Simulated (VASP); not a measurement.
C: single point with PBE+D3(BJ)

Crystal: C.

```
C
1.0
     1.26329    0.72936    3.44496
    -1.26329    0.72936    3.44496
     0.00000   -1.45873    3.44496
C
2
Direct
  0.16094 0.16094 0.16094
  0.83906 0.83906 0.83906
```

| Item | Value |
| --- | --- |
| Program | VASP 6.6.1 |
| Task | single point |
| Functional | PBE |
| Dispersion | D3(BJ) |
| Potentials or basis | VASP PAW PBE potentials, release 64 (C) |
| Cutoff | 520 eV |
| k mesh | 15 × 15 × 15 |
| Occupations | gaussian, width 0.05 eV |
| Spin | no spin polarisation |
| Dipole correction | no |
| Further INCAR settings | ALGO = Normal; EDIFF = 1e-06; NBANDS = 11 |

```yaml
Pressure: -18.9 GPa
Largest_force: 1.927 eV/Å
Band_gap_on_the_k_mesh: 0.76 eV, direct
Dispersion_energy_per_atom: -0.149 eV
```

Forces on the atoms (eV/Å):
```
C    0.000  0.000  1.927
C    0.000  0.000 -1.927
```

Stress tensor (GPa, compression positive):
```
-26.89   0.00   0.00
  0.00 -26.89   0.00
  0.00   0.00  -2.80
```

Levels at points of the mesh, in eV from the valence-band top:
```tsv
k point	band 1	band 2	band 3	band 4	band 5	band 6	band 7	band 8	band 9
(0.00, 0.00, 0.00)	-18.61	-5.72	-2.51	-2.51	4.44	8.28	8.28	11.12	11.36
```

Run time: 38 s on 1 thread of Intel(R) Xeon(R) 6975P-C (Granite Rapids) (shared host), peak memory 0.19 GiB.

Caveat: forces of over 1 eV/Å act on the atoms, so gaps and moduli don't describe the material at rest. A k mesh can miss the band edges.
